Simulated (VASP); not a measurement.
NiSb: single point with PBEsol

NiSb:

```
Ni Sb
1.0
     3.95510    0.00000    0.00000
    -1.97755    3.42521    0.00000
     0.00000    0.00000    5.03987
Ni Sb
2 2
Direct
  0.00000 0.00000 0.00000
  0.00000 0.00000 0.50000
  0.33333 0.66667 0.25000
  0.66667 0.33333 0.75000
```

This cell differs from its parent crystal: biaxial strain in the a-b plane: +1.0 %.

| Property | Result |
| --- | --- |
| Program | VASP 6.6.1 |
| Task | single point |
| Functional | PBEsol |
| Potentials or basis | VASP PAW PBE potentials, release 64 (Ni, Sb) |
| Cutoff | 520 eV |
| k mesh | 18 × 18 × 10 |
| Occupations | gaussian, width 0.1 eV |
| Spin | no spin polarisation |
| Dipole correction | no |
| Further INCAR settings | ALGO = Normal; EDIFF = 1e-06; NBANDS = 23 |

* Pressure: -1.7 GPa
* Band gap on the k mesh: zero (bands 15 and 16 overlap by 3.29 eV)

Stress tensor (GPa, compression positive):
```
-2.31  0.00  0.00
 0.00 -2.31  0.00
 0.00  0.00 -0.36
```

Levels at points of the mesh, in eV from the Fermi level:
```csv
k point,band 11,band 12,band 13,band 14,band 15,band 16,band 17,band 18,band 19,band 20
"(0.00, 0.00, 0.00)",-1.27,-1.27,0.07,0.48,0.48,2.39,2.39,2.93,4.10,5.14
"(0.50, 0.00, 0.00)",-2.11,-1.85,-1.59,-1.32,-1.26,-0.38,1.24,3.36,4.05,5.39
"(0.00, 0.00, 0.50)",-2.09,-2.09,0.33,0.33,2.02,2.02,2.02,2.02,5.17,5.17
"(0.50, 0.00, 0.50)",-1.92,-1.92,-1.79,-1.79,0.17,0.17,1.65,1.65,5.40,5.40
```

It took 7.6 min on 1 thread of Intel(R) Xeon(R) Platinum 8488C (Sapphire Rapids) (shared host), peak memory 0.43 GiB.

Caveat: the cell differs from its parent crystal (biaxial strain in the a-b plane: +1.0 %); the PAW data sets were made with another functional, which shifts forces and pressure a little; spin-orbit coupling is left out, which moves the levels of the heavy elements. Spin polarisation is off, so any magnetic state and its effect on volume and gap are missing.
